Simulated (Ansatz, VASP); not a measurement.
## Fe: VASP beside Ansatz

```xyz
1
Lattice="0.0000 1.9417 1.9848 1.4984 0.0000 1.9848 1.4984 1.9417 0.0000" Properties=species:S:1:pos:R:3 pbc="T T T"
Fe    0.0000    0.0000    0.0000
```

Change from the starting cell: zz strain of +1 %.

Alike in both runs: task single point; functional PBE; k mesh 16 × 16 × 16; occupations fermi-dirac, width 0.05 eV; collinear spin.

```csv
,VASP,Ansatz
version,VASP 6.6.1,Ansatz 0.2.0
potentials or method,"VASP PAW PBE potentials, release 64 (Fe), cutoff 520 eV","all-electron LAPW, scalar-relativistic"
```

VASP gave:

| Item | Value |
| --- | --- |
| pressure (GPa) | -2.4 |
| traceless stress, the component that is largest in VASP (GPa) | -4.92 |
| net moment per atom (μB) | 2.25 |
| size of the moment on the site where the two differ most (μB) | 2.25 |

Question: Which values does Ansatz return?

Answer: Pressure (GPa): -2.4; traceless stress, the component that is largest in VASP (GPa): -4.92; net moment per atom (μB): 2.22; size of the moment on the site where the two differ most (μB): 2.27.

Site moments also hang on the region over which each program counts them. Ansatz ran all-electron here, and VASP with PAW potentials.
